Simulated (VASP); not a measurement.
The system is Ta.

```
Ta
1.0
     2.90037    0.00000    0.00000
    -1.45019    2.51180    0.00000
     0.00000    0.00000    5.16627
Ta
2
Direct
  0.66667 0.33333 0.75000
  0.33333 0.66667 0.25000
```

This isn't the form of Ta at room conditions, which is bcc.

| Quantity | Value |
| --- | --- |
| Program | VASP 6.6.1 |
| Task | relaxation of cell and atoms |
| Functional | BLYP |
| Dispersion | D3(BJ) |
| Potentials or basis | VASP PAW PBE potentials, release 64 (Ta_sv_GW) |
| Cutoff | 500 eV |
| k mesh | 13 × 13 × 7 |
| Occupations | fermi-dirac, width 0.1 eV |
| Spin | no spin polarisation |

At the start: pressure -9.1 GPa; volume 18.82 Å³/atom.

Question: How do energy, volume and symmetry change on relaxing?

Answer: Over 4 steps the energy falls by 26.7 meV/atom and the volume is 17.92 Å³/atom (-4.8 %); space group P6_3/mmc (No. 194, to 0.1 Å) before and after.

The path:
```tsv
step	energy change (eV)	largest force (eV/Å)	pressure (GPa)	volume (Å³)
1	0.0000	0.0000	-9.14	37.64
2	0.2472	0.0000	27.90	32.09
3	-0.0533	0.0000	-0.42	35.91
4	-0.0534	0.0000	-0.05	35.85
```

Final structure:
```cif
data_structure
_symmetry_space_group_name_H-M 'P 1'
_symmetry_Int_Tables_number 1
_cell_length_a 2.8518
_cell_length_b 2.8518
_cell_length_c 5.0895
_cell_angle_alpha 90.000
_cell_angle_beta 90.000
_cell_angle_gamma 120.000
_cell_volume 35.85
loop_
_atom_site_label
_atom_site_type_symbol
_atom_site_fract_x
_atom_site_fract_y
_atom_site_fract_z
_atom_site_occupancy
Ta1 Ta 0.66667 0.33333 0.75000 1
Ta2 Ta 0.33333 0.66667 0.25000 1
```

Caveat: the dispersion term is far too large for a dense solid, which distorts pressure and volume; the PAW data sets were made with another functional, which shifts forces and pressure a little.
